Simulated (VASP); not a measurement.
# GaN (P6_3mc) in VASP: settings compared, part 3 of 3

VASP 6.6.1. Earlier steps stand in the parts before.

## (5) Relaxation of shape and atoms at fixed volume, RPBE+D4 (volume scaled by 0.98)

INCAR reads:

```
SYSTEM = GaN
PREC     = Accurate       ! precision mode
ENCUT    = 600            ! plane-wave cutoff, eV
EDIFF    = 1E-6           ! SCF threshold, eV
ISMEAR   = 0              ! smearing method
SIGMA    = 0.05           ! smearing width, eV
LREAL    = .FALSE.        ! projectors in reciprocal space
LASPH    = .TRUE.         ! aspherical terms in the spheres
NELM     = 80             ! most SCF steps
ALGO     = Normal         ! electronic algorithm
ISIF     = 4              ! what is computed and relaxed
LWAVE    = .FALSE.        ! write WAVECAR
LCHARG   = .FALSE.        ! write CHGCAR
GGA      = RP             ! functional
IVDW     = 13             ! dispersion correction
IBRION   = 2              ! ionic algorithm
NSW      = 60             ! ionic steps
EDIFFG   = -0.01          ! ionic threshold
```

KPOINTS reads:

```
regular mesh
0
G
  8 8 6
  0 0 0
```

POSCAR reads:

```
GaN
1.0
    3.1488168124      0.0000000001      0.0000000000
   -1.5744084063      2.7269553514      0.0000000000
    0.0000000000      0.0000000000      5.1327927655
Ga N
2 2
Direct
    0.3333333333      0.6666666667     -0.0007355918
    0.6666666667      0.3333333333      0.4992644082
    0.3333333333      0.6666666667      0.3757355918
    0.6666666667      0.3333333333      0.8757355918
```

Potentials or basis: VASP PAW PBE potentials, release 64 (Ga_d, N).

Run with:

```
> cat potpaw_PBE.64/Ga_d/POTCAR potpaw_PBE.64/N/POTCAR > POTCAR
> mpirun -np 1 vasp_std > vasp.out
```

OUTCAR:

```text
SYSTEM = GaN
   PREC = Accurate
   ENCUT = 600
   EDIFF = 1E-6
   ISMEAR = 0
   LREAL = .FALSE.
   LASPH = .TRUE.
   NELM = 80
   ISIF = 4
   GGA = RP
   IVDW = 13
   IBRION = 2
   NSW = 60
   EDIFFG = -0.01

 ion  position               nearest neighbor table
   1  0.333  0.667  0.999-   4 1.93   4 1.93   4 1.93   3 1.93
   2  0.667  0.333  0.499-   3 1.93   3 1.93   3 1.93   4 1.93
   3  0.333  0.667  0.376-   2 1.93   2 1.93   2 1.93   1 1.93
   4  0.667  0.333  0.876-   1 1.93   1 1.93   1 1.93   2 1.93

  LATTYP: Found a hexagonal cell.
 ALAT       =     3.1488168124
 C/A-ratio  =     1.6300702998

  Lattice vectors:

 A1 = (   3.1488168124,   0.0000000001,   0.0000000000)
 A2 = (  -1.5744084063,   2.7269553514,   0.0000000000)
 A3 = (   0.0000000000,   0.0000000000,   5.1327927655)

Analysis of symmetry for initial positions (statically):
=====================================================================
 Subroutine PRICEL returns:
 Original cell was already a primitive cell.

 Routine SETGRP: Setting up the symmetry group for a
 hexagonal supercell.

 Subroutine GETGRP returns: Found 12 space group operations
 (whereof  6 operations were pure point group operations)
 out of a pool of 24 trial point group operations.

The static configuration has the point symmetry C_3v.
 The point group associated with its full space group is C_6v.

Analysis of symmetry for dynamics (positions and initial velocities):
=====================================================================
 Subroutine PRICEL returns:
 Original cell was already a primitive cell.

 Routine SETGRP: Setting up the symmetry group for a
 hexagonal supercell.

 Subroutine GETGRP returns: Found 12 space group operations
 (whereof  6 operations were pure point group operations)
 out of a pool of 24 trial point group operations.

[... 183 lines left out ...]
      1.57441      0.90899      2.56262        -0.000000     -0.000000      0.013421
     -0.00000      1.81797      1.92857         0.000000     -0.000000     -0.013421
      1.57441      0.90899      4.49497        -0.000000      0.000000     -0.013421
 -----------------------------------------------------------------------------------
    total drift:                               -0.000000     -0.000000     -0.000491

  FREE ENERGIE OF THE ION-ELECTRON SYSTEM (eV)
  ---------------------------------------------------
  free  energy   TOTEN  =       -25.8524278940 eV

  energy  without entropy=      -25.8524278940  energy(sigma->0) =      -25.85242789

--------------------------------------- Ionic step        2  -------------------------------------------

 number of electron      35.9999990 magnetization

 Free energy of the ion-electron system (eV)
  ---------------------------------------------------
  ext. energy  EPLUGINS =         0.00000000
  ---------------------------------------------------
  free energy    TOTEN  =       -22.49386770 eV

  energy without entropy =      -22.49386770  energy(sigma->0) =      -22.49386770

 E-fermi :   6.1057     XC(G=0): -11.6726

 val. band max:        5.8549761451   @ k =   0.0000   0.0000   0.0000
 cond. band min:       8.0606977877   @ k =   0.0000   0.0000   0.0000
 fundamental gap:      2.2057216426
 Fermi energy:         6.1057354777

 k-point     1 :       0.0000    0.0000    0.0000
  band No.  band energies     occupation
      1     -10.4815      2.00000
      2      -9.4479      2.00000
      3      -7.6230      2.00000
      4      -7.6053      2.00000
      5      -7.6053      2.00000
      6      -7.5365      2.00000
[... 589 lines left out ...]
     21      13.5676      0.00000
     22      14.2457      0.00000

 [... further k-points ...]

------------------------ aborting loop because EDIFF is reached ----------------------------------------

  DFT-D4 for vdW energy calculation

  Edisp (eV):   -3.35857

  FORCE on cell =-STRESS in cart. coord.  units (eV):
  Direction    XX          YY          ZZ          XY          YZ          ZX
  --------------------------------------------------------------------------------------
  -------------------------------------------------------------------------------------
  Total       0.93901     0.93901     0.98304    -0.00000     0.00000     0.00000
  in kB      34.13524    34.13524    35.73571    -0.00000     0.00000     0.00000
  external pressure =       34.67 kB  Pullay stress =        0.00 kB

 VOLUME and BASIS-vectors are now :
 -----------------------------------------------------------------------------
  energy-cutoff  :      600.00
  volume of cell :       44.07
      direct lattice vectors                 reciprocal lattice vectors
     3.148792386  0.000000000  0.000000000     0.317582069  0.183356093 -0.000000000
    -1.574396193  2.726934197  0.000000000    -0.000000000  0.366712186 -0.000000000
     0.000000000  0.000000000  5.132872401    -0.000000000 -0.000000000  0.194822688

 POSITION                                       TOTAL-FORCE (eV/Angst)
 -----------------------------------------------------------------------------------
     -0.00000      1.81796      5.12974         0.000000     -0.000000     -0.003300
      1.57440      0.90898      2.56331         0.000000     -0.000000     -0.003300
     -0.00000      1.81796      1.92796        -0.000000      0.000000      0.003300
      1.57440      0.90898      4.49439        -0.000000      0.000000      0.003300
 -----------------------------------------------------------------------------------
    total drift:                               -0.000000     -0.000000     -0.003022

  FREE ENERGIE OF THE ION-ELECTRON SYSTEM (eV)
  ---------------------------------------------------
  free  energy   TOTEN  =       -25.8524353742 eV

  energy  without entropy=      -25.8524353742  energy(sigma->0) =      -25.85243537

 reached required accuracy - stopping structural energy minimisation
```

CONTCAR:

```text
GaN
   1.00000000000000
     3.1487923856673201    0.0000000000998209    0.0000000000000000
    -1.5743961929338135    2.7269341972301646    0.0000000000000000
     0.0000000000000000    0.0000000000000000    5.1328724010074893
  Ga              N
     2     2
Direct
     0.3333333332999970    0.6666666667000030    0.9993905483351598
     0.6666666667000030    0.3333333332999970    0.4993905483351598
     0.3333333332999970    0.6666666667000030    0.3756094516648402
     0.6666666667000030    0.3333333332999970    0.8756094516648402

  0.00000000E+00  0.00000000E+00  0.00000000E+00
  0.00000000E+00  0.00000000E+00  0.00000000E+00
  0.00000000E+00  0.00000000E+00  0.00000000E+00
  0.00000000E+00  0.00000000E+00  0.00000000E+00
```

Wall time 47 s (1 thread of Intel Xeon Platinum 8488C (Sapphire Rapids), shared host); peak memory 0.2 GiB.

What came out:

```
Free energy                  : -25.8524 eV
Energy gained by relaxing    : 0.0 meV/atom
Ionic steps                  : 2
Pressure after relaxing      : 3.5 GPa
Largest force after relaxing : 0.003 eV/Å
Band gap on the k mesh       : 2.21 eV, direct
Dispersion energy per atom   : -0.840 eV
```

Forces in eV/Å, atoms in the order of the input:
```
Ga   0.000  0.000 -0.003
Ga   0.000  0.000 -0.003
N    0.000  0.000  0.003
N    0.000  0.000  0.003
```

Final structure:
```xyz
4
Lattice="3.1488 0.0000 0.0000 -1.5744 2.7269 0.0000 0.0000 0.0000 5.1329" Properties=species:S:1:pos:R:3 pbc="T T T"
Ga    0.0000    1.8180    5.1297
Ga    1.5744    0.9090    2.5633
N     0.0000    1.8180    1.9280
N     1.5744    0.9090    4.4944
```

Levels at points of the mesh, in eV from the valence-band top:
```csv
k point,band 15,band 16,band 17,band 18,band 19,band 20,band 21,band 22
"(0.00, 0.00, 0.00)",-1.07,-0.05,0.00,0.00,2.21,4.58,9.50,10.18
"(0.50, 0.00, 0.00)",-4.35,-2.85,-2.30,-1.04,5.26,5.83,6.23,8.98
"(0.00, 0.00, 0.50)",-0.55,-0.55,-0.55,-0.55,4.55,4.55,8.75,8.75
"(0.50, 0.00, 0.50)",-2.02,-2.02,-1.97,-1.97,4.59,4.59,8.07,8.07
```

Caveat: the PAW data sets were made with another functional, which shifts forces and pressure a little.

## (6) Summary

| task | level | cell | cutoff (eV) | gap on the mesh (eV) | pressure (GPa) |
| --- | --- | --- | --- | --- | --- |
| relaxation of shape and atoms at fixed volume | RPBE+D4 | relaxed from a = 3.212, b = 3.212, c = 5.235 Å, angles 90.0, 90.0, 120.0°, 4 atoms | 600 | 1.81 | -6.9 |
| single point | r2SCAN | a = 3.225, b = 3.225, c = 5.251 Å, angles 90.0, 90.0, 120.0°, 4 atoms | 520 | 2.07 | -6.1 |
| relaxation of shape and atoms at fixed volume | RPBE+D4 | relaxed from a = 3.127, b = 3.127, c = 5.098 Å, angles 90.0, 90.0, 120.0°, 4 atoms | 600 | 2.34 | 7.8 |
| relaxation of shape and atoms at fixed volume | RPBE+D4 | relaxed from a = 3.149, b = 3.149, c = 5.133 Å, angles 90.0, 90.0, 120.0°, 4 atoms | 600 | 2.21 | 3.5 |

Alike in all rows: potentials or basis VASP PAW PBE potentials, release 64 (Ga_d, N); no spin polarisation; k mesh 8 × 8 × 6; smearing gaussian 0.05 eV.

Caveats: the PAW data sets were made with another functional, which shifts forces and pressure a little; the relaxation stopped at its first step, so nothing moved (some runs).

Absolute energies hang on the potentials; compare differences alone.
